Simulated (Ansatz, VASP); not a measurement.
MgF2 in VASP and in Ansatz

INCAR

```
SYSTEM = MgF2
PREC = Accurate
ENCUT = 600
EDIFF = 1E-7
ISMEAR = 0
SIGMA = 0.02
LREAL = .False.
LASPH = .True.
NELM = 120
ALGO = Normal
ISIF = 3
LWAVE = .False.
LCHARG = .False.
GGA = PS
IBRION = 2
NSW = 100
EDIFFG = -0.005
GGA_COMPAT = .False.
NELMIN = 4
```

Contents of KPOINTS:

```
regular mesh
0
Gamma
  6 6 8
  0 0 0
```

File POSCAR:

```
MgF2
1.0
    4.6250000000      0.0000000000      0.0000000000
    0.0000000000      4.6250000000      0.0000000000
    0.0000000000      0.0000000000      3.0520000000
Mg F
2 4
Direct
    0.0000000000      0.0000000000      0.0000000000
    0.5000000000      0.5000000000      0.5000000000
    0.3030000000      0.3030000000      0.0000000000
    0.1970000000      0.8030000000      0.5000000000
    0.6970000000      0.6970000000      0.0000000000
    0.8030000000      0.1970000000      0.5000000000
```

Input for Ansatz:

```yaml
crystal:
  lattice:
    - [4.625, 0.0, 0.0]
    - [0.0, 4.625, 0.0]
    - [0.0, 0.0, 3.052]
  atoms:
    - { symbol: Mg, position: [0.0, 0.0, 0.0] }
    - { symbol: Mg, position: [0.5, 0.5, 0.5] }
    - { symbol: F, position: [0.303, 0.303, 0.0] }
    - { symbol: F, position: [0.197, 0.803, 0.5] }
    - { symbol: F, position: [0.697, 0.697, 0.0] }
    - { symbol: F, position: [0.803, 0.197, 0.5] }
basis:
  ecutwfc: 420
kpoints:
  mp_grid: { grid: [6, 6, 8] }
hamiltonian:
  xc: pbesol
scf:
  occupations: { method: gaussian, width: 0.02 }
output:
  forces: true
  stress: true
  eigenvalues: true
  write_density: true
  write_potential: true
  elf: true
  volumetric_format: npy
relax:
  adjacent_minimum: "off"
  f_tol: 0.005
  max_steps: 80
  cell: { stress_tol: 0.05 }
```

Alike in both runs: task relaxation of cell and atoms; functional PBEsol; k mesh 6 × 6 × 8; occupations gaussian, width 0.02 eV; no spin polarisation.

```csv
,VASP,Ansatz
version,VASP 6.6.1,Ansatz 0.2.0
potentials or method,"VASP PAW PBE potentials, release 64 (Mg, F), cutoff 600 eV","scalar-relativistic, plane waves, PAW"
valence electrons in the cell,32,48
```

VASP gave:

```
gap on the k mesh at the Fermi level, each at its own relaxed structure (eV)  : 6.93
relaxed volume (Å³/atom)                                                      : 10.88
relaxed length of the cell vector where the two differ most in proportion (Å) : 4.624
```

Task: What did Ansatz give for the same quantities?

Result: gap on the k mesh at the Fermi level, each at its own relaxed structure (eV): 6.89; relaxed volume (Å³/atom): 10.98; relaxed length of the cell vector where the two differ most in proportion (Å): 4.639.

VASP's potentials were made for PBE, not for PBEsol. VASP's potentials hold 32 valence electrons a cell and Ansatz's 48, so a difference there can come from the potentials and not from the codes.
